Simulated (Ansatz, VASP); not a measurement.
**Two plane-wave programs on Se**

```
Se
1.0
     4.55086    0.00000    0.00000
    -2.27543    3.94116    0.00000
     0.00000    0.00000    5.42258
Se
4
Direct
  0.00000 0.00000 0.25000
  0.00000 0.00000 0.75000
  0.33333 0.66667 0.75000
  0.66667 0.33333 0.25000
```

Alike in both runs: functional PBEsol; k mesh 12 × 12 × 10; occupations gaussian, width 0.1 eV; no spin polarisation.

Ansatz relaxed the structure, and its values are those at the end. VASP's run is a single point on that final structure, the one shown.

|  | VASP | Ansatz |
| --- | --- | --- |
| version | VASP 6.6.1 | Ansatz 0.2.0 |
| potentials or method | VASP PAW PBE potentials, release 64 (Se), cutoff 520 eV | scalar-relativistic, plane waves, PAW |
| valence electrons in the cell | 24 | 64 |

VASP gave:

| Item | Value |
| --- | --- |
| gap on the k mesh at the Fermi level (eV) | none |
| pressure (GPa) | 0.1 |

Question: Estimate Ansatz's values.

Answer: gap on the k mesh at the Fermi level (eV): none; pressure (GPa): 0.0.

VASP's potentials were made for PBE, not for PBEsol. A gap of «none» marks a metal or a gap that the smearing closes. The functional is the same, so the differences come from potentials, cutoffs and numerics. VASP's potentials hold 24 valence electrons a cell and Ansatz's 64, so a difference there can come from the potentials and not from the codes.
